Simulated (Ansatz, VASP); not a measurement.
**Two plane-wave programs on KCl**

The input INCAR:

```
SYSTEM = KCl
PREC = Accurate ; ENCUT = 500
EDIFF = 1E-7 ; ISMEAR = 0
SIGMA = 0.02 ; LREAL = .FALSE.
LASPH = .TRUE. ; NELM = 120
ALGO = Normal ; ISIF = 3
LWAVE = .FALSE. ; LCHARG = .FALSE.
GGA = CA ; IBRION = 2
NSW = 100 ; EDIFFG = -0.002
GGA_COMPAT = .FALSE. ; NELMIN = 4
```

The input KPOINTS:

```
Automatic mesh
0
G
  6 6 6
  0 0 0
```

File POSCAR:

```
KCl
1.0
    0.0000000000      3.1464700000      3.1464700000
    3.1464700000      0.0000000000      3.1464700000
    3.1464700000      3.1464700000      0.0000000000
K Cl
1 1
Direct
    0.0000000000      0.0000000000      0.0000000000
    0.5000000000      0.5000000000      0.5000000000
```

Input for Ansatz:

```yaml
crystal:
  lattice:
    - [0.0, 3.14647, 3.14647]
    - [3.14647, 0.0, 3.14647]
    - [3.14647, 3.14647, 0.0]
  atoms:
    - { symbol: K, position: [0.0, 0.0, 0.0] }
    - { symbol: Cl, position: [0.5, 0.5, 0.5] }
basis:
  ecutwfc: 420
kpoints:
  mp_grid: { grid: [6, 6, 6] }
hamiltonian:
  xc: lda
scf:
  occupations: { method: gaussian, width: 0.02 }
output:
  forces: true
  stress: true
  eigenvalues: true
  write_density: true
  write_potential: true
  elf: true
  volumetric_format: npy
relax:
  adjacent_minimum: "off"
  f_tol: 0.002
  max_steps: 80
  cell: { stress_tol: 0.02 }
```

Alike in both runs: task relaxation of cell and atoms; functional LDA; k mesh 6 × 6 × 6; occupations gaussian, width 0.02 eV; no spin polarisation.

```csv
,VASP,Ansatz
version,VASP 6.6.1,Ansatz 0.2.0
potentials or method,"VASP PAW LDA potentials, release 64 (K_sv, Cl), cutoff 500 eV","scalar-relativistic, plane waves, PAW"
valence electrons in the cell,16,16
```

|  | VASP | Ansatz | Ansatz less VASP |
| --- | --- | --- | --- |
| gap on the k mesh at the Fermi level, each at its own relaxed structure (eV) | 5.10 | 5.11 | +0.010 |
| relaxed volume (Å³/atom) | 28.15 | 28.05 | -0.103 |
| relaxed cell length with the largest relative difference (Å) | 4.302 | 4.297 | -0.0053 |

LDA's correlation is that of Perdew and Zunger in VASP and of Perdew and Wang (1992) in Ansatz.
